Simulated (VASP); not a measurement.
# NbH2 (I4mm) in VASP: further runs

The runs below take NbH2 through single point, with PBEsol.

Everything below comes from runs of VASP 6.6.1. Logs are shortened: lines on timing, memory, paths and dates and some standing lists are left out, and cuts for length are marked.

## (1) The cell of the first run

The structure is tetragonal, space group I4mm (No. 107). Conventional cell: a = 3.227 Å, b = 3.227 Å, c = 4.563 Å, α = 90.00°, β = 90.00°, γ = 90.00°. Nb (site symmetry 4mm) has 8 H at 1.92 to 2.04 Å within 2.5 Å. H (site symmetry 2mm) has 4 Nb at 1.92 to 2.04 Å and 6 H at 2.28 Å within 2.5 Å.

## (2) Single point, PBEsol

INCAR

```
SYSTEM = NbH2
ALGO = Normal
EDIFF = 1E-7
ENCUT = 520
GGA = PS
ISIF = 2
ISMEAR = 0
LASPH = .True.
LCHARG = .False.
LREAL = .False.
LWAVE = .False.
NBANDS = 14
NELM = 80
PREC = Accurate
SIGMA = 0.15
```

KPOINTS

```
k-points
0
Gamma
  18 18 18
  0 0 0
```

POSCAR

```
NbH2
1.0
    0.0000000000      2.2815000000      2.2815000000
    2.2815000000      0.0000000000      2.2815000000
    2.2815000000      2.2815000000      0.0000000000
Nb H
1 2
Direct
    0.0000000000      0.0000000000      0.0000000000
    0.2719154065      0.2719154065      0.2280845935
    0.7719154065      0.7719154065      0.7280845935
```

Potentials or basis: VASP PAW PBE potentials, release 64 (Nb_sv, H).

On the command line:

```bash
$ cat potpaw_PBE.64/Nb_sv/POTCAR potpaw_PBE.64/H/POTCAR > POTCAR
$ mpirun -np 1 vasp_std > vasp.out
```

OUTCAR:

```text
SYSTEM = NbH2
   EDIFF = 1E-7
   ENCUT = 520
   GGA = PS
   ISIF = 2
   ISMEAR = 0
   LASPH = .True.
   LREAL = .False.
   NELM = 80
   PREC = Accurate

 ion  position               nearest neighbor table
   1  0.000  0.000  0.000-   3 1.92   3 1.92   2 1.92   2 1.92
   2  0.272  0.272  0.228-   1 1.92   1 1.92
   3  0.772  0.772  0.728-   1 1.92   1 1.92

  LATTYP: Found a face centered cubic cell.
 ALAT       =     4.5630000000

  Lattice vectors:

 A1 = (   0.0000000000,   2.2815000000,   2.2815000000)
 A2 = (   2.2815000000,   0.0000000000,   2.2815000000)
 A3 = (   2.2815000000,   2.2815000000,   0.0000000000)

Analysis of symmetry for initial positions (statically):
=====================================================================
 Subroutine PRICEL returns:
 Original cell was already a primitive cell.

 Routine SETGRP: Setting up the symmetry group for a
 face centered cubic supercell.

 Subroutine GETGRP returns: Found  8 space group operations
 (whereof  8 operations were pure point group operations)
 out of a pool of 48 trial point group operations.

The static configuration has the point symmetry C_4v.

Analysis of symmetry for dynamics (positions and initial velocities):
=====================================================================
 Subroutine PRICEL returns:
 Original cell was already a primitive cell.

 Routine SETGRP: Setting up the symmetry group for a
 face centered cubic supercell.

 Subroutine GETGRP returns: Found  8 space group operations
 (whereof  8 operations were pure point group operations)
 out of a pool of 48 trial point group operations.

The dynamic configuration has the point symmetry C_4v.

 Subroutine INISYM returns: Found  8 space group operations
 (whereof  8 operations are pure point group operations),
 and found     1 'primitive' translations

----------------------------------------------------------------------------------------

                                     Primitive cell

  volume of cell :      23.7515

  direct lattice vectors                    reciprocal lattice vectors
     0.000000000  2.281500000  2.281500000    -0.219154065  0.219154065  0.219154065
     2.281500000  0.000000000  2.281500000     0.219154065 -0.219154065  0.219154065
     2.281500000  2.281500000  0.000000000     0.219154065  0.219154065 -0.219154065

  length of vectors
     3.226528243  3.226528243  3.226528243     0.379585976  0.379585976  0.379585976

  position of ions in fractional coordinates (direct lattice)
     0.000000000  0.000000000  0.000000000
     0.271915406  0.271915406  0.228084594
     0.771915406  0.771915406  0.728084594

  ion indices of the primitive-cell ions
   primitive index   ion index
                 1           1
                 2           2
                 3           3

----------------------------------------------------------------------------------------

 KPOINTS: k-points

Automatic generation of k-mesh.
 Grid dimensions read from file:
 generate k-points for:   18   18   18

 Generating k-lattice:

  Cartesian coordinates                     Fractional coordinates (reciprocal lattice)
    -0.012175226  0.012175226  0.012175226     0.055555556  0.000000000  0.000000000
     0.012175226 -0.012175226  0.012175226     0.000000000  0.055555556  0.000000000
     0.012175226  0.012175226 -0.012175226     0.000000000  0.000000000  0.055555556

  Length of vectors
     0.021088110  0.021088110  0.021088110

  Shift w.r.t. Gamma in fractional coordinates (k-lattice)
     0.000000000  0.000000000  0.000000000

 Subroutine IBZKPT returns following result:
 ===========================================

 Found    480 irreducible k-points:

 Following reciprocal coordinates:
            Coordinates               Weight
  0.000000  0.000000  0.000000      1.000000
  0.055556  0.000000  0.000000      8.000000
  0.111111  0.000000  0.000000      8.000000
  0.166667  0.000000  0.000000      8.000000
  0.222222  0.000000  0.000000      8.000000
  0.277778  0.000000  0.000000      8.000000
[... 16 lines left out ...]
  0.388889  0.055556  0.000000      8.000000
  0.000000  0.388889  0.055556     16.000000
 [... further k-points ...]
   k-points           NKPTS =    480   k-points in BZ     NKDIM =    480   number of bands    NBANDS=     14
   number of dos      NEDOS =    301   number of ions     NIONS =      3
   total plane-waves  NPLWV =  13824
   dimension x,y,z NGX =    24 NGY =   24 NGZ =   24
   dimension x,y,z NGXF=    48 NGYF=   48 NGZF=   48
   ions per type =               1   2
   NGX,Y,Z   is equivalent  to a cutoff of  12.37, 12.37, 12.37 a.u.
   NGXF,Y,Z  is equivalent  to a cutoff of  24.73, 24.73, 24.73 a.u.
 SYSTEM =  NbH2
   PREC   = accura    normal or accurate (medium, high low for compatibility)
   ISTART =      0    job   : 0-new  1-cont  2-samecut
   ICHARG =      2    charge: 1-file 2-atom 10-const
   ISPIN  =      1    spin polarized calculation?
   LNONCOLLINEAR =      F non collinear calculations
   LSORBIT =      F    spin-orbit coupling
   LASPH  =      T    aspherical Exc in radial PAW
   ENCUT  =  520.0 eV  38.22 Ry    6.18 a.u.   6.00  6.00  6.00*2*pi/ulx,y,z
   NELM   =     80;   NELMIN=  2; NELMDL= -5     # of ELM steps
   EDIFF  = 0.1E-06   stopping-criterion for ELM
   LREAL  =      F    real-space projection
   EDIFFG = 0.1E-05   stopping-criterion for IOM
   NSW    =      0    number of steps for IOM
   IBRION =     -1    ionic relax: 0-MD 1-quasi-New 2-CG
   NFREE  =      0    steps in history (QN), initial steepest desc. (CG)
   ISIF   =      2    stress and relaxation
   ISYM   =      2    0-nonsym 1-usesym 2-fastsym
   POTIM  = 0.5000    time-step for ionic-motion
   TEBEG  =    0.0;   TEEND  =   0.0 temperature during run
   PSTRESS=    0.0 pullay stress
   NELECT =      15.0000    total number of electrons
   NUPDOWN=      -1.0000    fix difference up-down
   EMIN   =  10.00;   EMAX   =-10.00  energy-range for DOS
   EFERMI =   0.00;   METHOD = LEGACY
   ISMEAR =     0;   SIGMA  =   0.15  broadening in eV -4-tet -1-fermi 0-gaus
   EFERMI_NEDOS =   21; number of points for ismear=-14 and -15
   IALGO  =     38    algorithm
   IMIX   =      4    mixing-type and parameters
     AMIX     =   0.40;   BMIX     =  1.00
     AMIX_MAG =   1.60;   BMIX_MAG =  1.00
  volume/ion in A,a.u.               =       7.92        53.43
  Fermi-wavevector in a.u.,A,eV,Ry     =   1.404564  2.654241 26.841563  1.972799
  Thomas-Fermi vector in A             =   2.527113
   LORBIT       =      0    0 simple, 1 ext, 2 COOP (PROOUT), +10 PAW based schemes
   GGA     = PS    functional components
   LHFCALC =     F    Hartree Fock is set to
   AEXX    =    0.0000 exact exchange contribution
   IVDW    =     0    specifies the selected vdW correction
   LEPSILON=     F    determine dielectric tensor
   LRPA    =     F    only Hartree local field effects (RPA)
 non-spin polarized calculation
 Gauss-broadening in eV      SIGMA  =   0.15
  energy-cutoff  :      520.00
  volume of cell :       23.75
 maximum number of plane-waves:       651
   NGX = 11   NGY = 11   NGZ = 11

 number of electron      15.0000000 magnetization

 Free energy of the ion-electron system (eV)
  ---------------------------------------------------
  ext. energy  EPLUGINS =         0.00000000
  ---------------------------------------------------
  free energy    TOTEN  =       -18.45309401 eV

  energy without entropy =      -18.44202503  energy(sigma->0) =      -18.44755952

 E-fermi :   9.8307     XC(G=0): -12.1605

 val. band max:        9.8239030793   @ k =  -0.3889   0.2778   0.1111
 cond. band min:       9.8440611453   @ k =   0.2778   0.2222   0.0000
 fundamental gap:      0.0201580660
 Fermi energy:         9.8306932837

 k-point     1 :       0.0000    0.0000    0.0000
  band No.  band energies     occupation
      1     -45.4717      2.00000
      2     -21.2698      2.00000
      3     -21.2698      2.00000
      4     -21.2675      2.00000
      5      -0.8301      2.00000
      6       7.7676      2.00000
      7       8.4882      2.00000
      8       8.4882      2.00000
      9       9.5311      1.99526
     10      11.0949      0.00000
     11      11.1041      0.00000
     12      21.9587      0.00000
     13      23.1375      0.00000
     14      23.1375      0.00000

 k-point     2 :       0.0556    0.0000    0.0000
  band No.  band energies     occupation
      1     -45.4692      2.00000
      2     -21.2911      2.00000
      3     -21.2724      2.00000
      4     -21.2708      2.00000
      5      -0.7452      2.00000
      6       7.2703      2.00000
      7       8.4961      2.00000
      8       8.5320      2.00000
      9      10.1683      0.00146
     10      11.0569      0.00000
     11      11.0661      0.00000
     12      21.1853      0.00000
     13      23.2666      0.00000
     14      23.3059      0.00000

 k-point     3 :       0.1111    0.0000    0.0000
  band No.  band energies     occupation
      1     -45.4618      2.00000
      2     -21.3538      2.00000
      3     -21.2800      2.00000
      4     -21.2786      2.00000
      5      -0.4981      2.00000
      6       6.4384      2.00000
      7       8.6033      2.00000
      8       8.6503      2.00000
      9      10.9638      0.00000
     10      10.9769      0.00000
     11      11.3172      0.00000
     12      20.1027      0.00000
     13      23.7382      0.00000
     14      23.7935      0.00000

 k-point     4 :       0.1667    0.0000    0.0000
  band No.  band energies     occupation
      1     -45.4505      2.00000
      2     -21.4487      2.00000
      3     -21.2917      2.00000
      4     -21.2903      2.00000
      5      -0.1164      2.00000
      6       5.6706      2.00000
      7       8.7532      2.00000
      8       8.7991      2.00000
      9      10.8929      0.00000
     10      10.9063      0.00000
     11      12.5467      0.00000
     12      19.1652      0.00000
     13      24.3465      0.00000
     14      24.5513      0.00000

 k-point     5 :       0.2222    0.0000    0.0000
  band No.  band energies     occupation
      1     -45.4365      2.00000
      2     -21.5630      2.00000
      3     -21.3058      2.00000
      4     -21.3047      2.00000
      5       0.3498      2.00000
      6       5.0598      2.00000
      7       8.8648      2.00000
      8       8.9039      2.00000
      9      10.9378      0.00000
     10      10.9547      0.00000
     11      13.6916      0.00000
[... 276 lines left out ...]
 k-point    22 :       0.0000    0.3333    0.0556
  band No.  band energies     occupation
      1     -45.4106      2.00000
      2     -21.7567      2.00000
      3     -21.3427      2.00000
      4     -21.3341      2.00000
      5       1.1595      2.00000
      6       4.4650      2.00000
      7       8.7841      2.00000
      8       8.9139      2.00000
      9      11.1433      0.00000
     10      11.7215      0.00000
     11      15.0280      0.00000
     12      17.8659      0.00000
     13      21.0336      0.00000
     14      23.9522      0.00000

 k-point    23 :       0.3889    0.0556    0.0000
  band No.  band energies     occupation
      1     -45.3983      2.00000
      2     -21.8504      2.00000
      3     -21.3537      2.00000
      4     -21.3493      2.00000
      5       1.4220      2.00000
      6       4.4892      2.00000
      7       8.6546      2.00000
      8       8.8390      2.00000
      9      11.6421      0.00000
     10      12.1119      0.00000
     11      15.1810      0.00000
     12      17.2125      0.00000
     13      20.9023      0.00000
     14      22.9682      0.00000

 k-point    24 :       0.0000    0.3889    0.0556
  band No.  band energies     occupation
      1     -45.3982      2.00000
      2     -21.8511      2.00000
      3     -21.3537      2.00000
      4     -21.3492      2.00000
      5       1.4234      2.00000
      6       4.5009      2.00000
      7       8.6558      2.00000
      8       8.8296      2.00000
      9      11.6434      0.00000
     10      12.1014      0.00000
     11      15.1791      0.00000
     12      17.2173      0.00000
     13      20.8584      0.00000
     14      23.0131      0.00000

 [... further k-points ...]
[... 5 lines left out ...]
  --------------------------------------------------------------------------------------
  -------------------------------------------------------------------------------------
  Total       -0.7059852     -0.7059852     -0.8465972      0.0000000      0.0000000     -0.0000000
  in kB      -47.6227826    -47.6227826    -57.1078751      0.0000000      0.0000000     -0.0000000
  external PRESSURE =     -50.7844801 kB  Pullay stress =       0.0000000 kB

 VOLUME and BASIS-vectors are now :
 -----------------------------------------------------------------------------
  energy-cutoff  :      520.00
  volume of cell :       23.75
      direct lattice vectors                 reciprocal lattice vectors
     0.000000000  2.281500000  2.281500000    -0.219154065  0.219154065  0.219154065
     2.281500000  0.000000000  2.281500000     0.219154065 -0.219154065  0.219154065
     2.281500000  2.281500000  0.000000000     0.219154065  0.219154065 -0.219154065

 POSITION                                       TOTAL-FORCE (eV/Angst)
 -----------------------------------------------------------------------------------
      0.00000      0.00000      0.00000         0.000000      0.000000      0.830435
      1.14075      1.14075      1.24075         0.000000      0.000000     -0.415218
      3.42225      3.42225      3.52225        -0.000000     -0.000000     -0.415218
 -----------------------------------------------------------------------------------
    total drift:                                0.000000      0.000000     -0.000006

  FREE ENERGIE OF THE ION-ELECTRON SYSTEM (eV)
  ---------------------------------------------------
  free  energy   TOTEN  =       -18.4530940101 eV

  energy  without entropy=      -18.4420250261  energy(sigma->0) =      -18.44755952
```

Wall time 78 s (1 thread of AMD EPYC 9R45 (Zen 5), shared host); peak memory 0.24 GiB.

Results:

```yaml
Free_energy: -18.4531 eV
Pressure: -5.1 GPa
Largest_force: 0.830 eV/Å
Band_gap_on_the_k_mesh: zero (an odd number of electrons rules out a gap without spin polarisation)
```

Forces in eV/Å, atoms in the order of the input:
```
Nb   0.000  0.000  0.830
H    0.000  0.000 -0.415
H    0.000  0.000 -0.415
```

Caveat: the cell differs from its parent crystal (all H atoms moved -0.100 Å, as atom 2 towards its neighbour atom 3 (H) at 2.281 Å); the cell stands under tension; the PAW data sets were made with another functional, which shifts forces and pressure a little; an odd number of electrons without spin polarisation forces a metal; a magnetic or distorted state may lie lower.

(Continued in part 2 of 2.)

The gap in the log of VASP goes by the Fermi energy; the results here count the filled bands.